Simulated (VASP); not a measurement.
Here is a VASP 6.6.1 calculation.

Contents of INCAR:

```
ALGO = Normal ; EDIFF = 1E-7
ENCUT = 520 ; ISIF = 2
ISMEAR = -1 ; ISPIN = 2
LASPH = True ; LCHARG = True
LELF = True ; LMAXMIX = 4
LORBIT = 11 ; LREAL = False
LVHAR = True ; LWAVE = False
MAGMOM = 2 ; NBANDS = 16
NELM = 150 ; PREC = Accurate
SIGMA = 0.05
```

KPOINTS

```
k-points
0
Gamma
  12 12 12
```

File POSCAR:

```
V
1.0
   -1.5143500000      1.5143500000      1.5143500000
    1.5143500000     -1.5143500000      1.5143500000
    1.5143500000      1.5143500000     -1.5143500000
V
1
Direct
    0.0000000000      0.0000000000      0.0000000000
```

Potentials or basis: VASP PAW LDA potentials, release 64 (V_sv).

The run is started by

```console
$ cat potpaw_LDA.64/V_sv/POTCAR > POTCAR
$ mpirun -np 1 vasp_std > vasp.out
```

(1) Estimate the net moment.

(2) What does it give for the pressure?

Results:

(1) 0.00 μB per cell.

(2) -17.4 GPa.
